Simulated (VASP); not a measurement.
**BN: electric field gradients with LDA**

Crystal: BN.

```
CELL_PARAMETERS angstrom
0.00000 1.83129 1.83129
1.83129 0.00000 1.83129
1.83129 1.83129 0.00000
ATOMIC_POSITIONS crystal
B 0.00000 0.00000 0.00000
N 0.75000 0.75000 0.75000
```

This cell differs from its parent crystal: volume scaled by 1.04.

```json
{
 "Program": "VASP 6.6.1",
 "Task": "electric field gradients",
 "Functional": "LDA",
 "Potentials or basis": "VASP PAW LDA potentials, release 64 (B, N)",
 "Cutoff": "520 eV",
 "k mesh": "11 × 11 × 11",
 "Occupations": "fermi-dirac, width 0.02 eV",
 "Spin": "no spin polarisation",
 "Dipole correction": "no",
 "Further INCAR settings": "ALGO = Normal; EDIFF = 1e-08; NBANDS = 11"
}
```

```
Pressure               : -23.4 GPa
Band gap on the k mesh : 4.40 eV, indirect (least direct gap 8.50 eV)
```

Levels at points of the mesh, in eV from the valence-band top:
```csv
k point,band 1,band 2,band 3,band 4,band 5,band 6,band 7,band 8
"(0.00, 0.00, 0.00)",-19.63,0.00,0.00,0.00,8.50,8.50,8.50,9.81
```

It took 3.2 s on 1 thread of Intel(R) Xeon(R) 6975P-C (Granite Rapids) (shared host), peak memory 0.11 GiB.

Caveat: without QUAD_EFG the Cq values of the log hold for a quadrupole moment of 1 mb, not for the nuclei. A k mesh can miss the band edges.
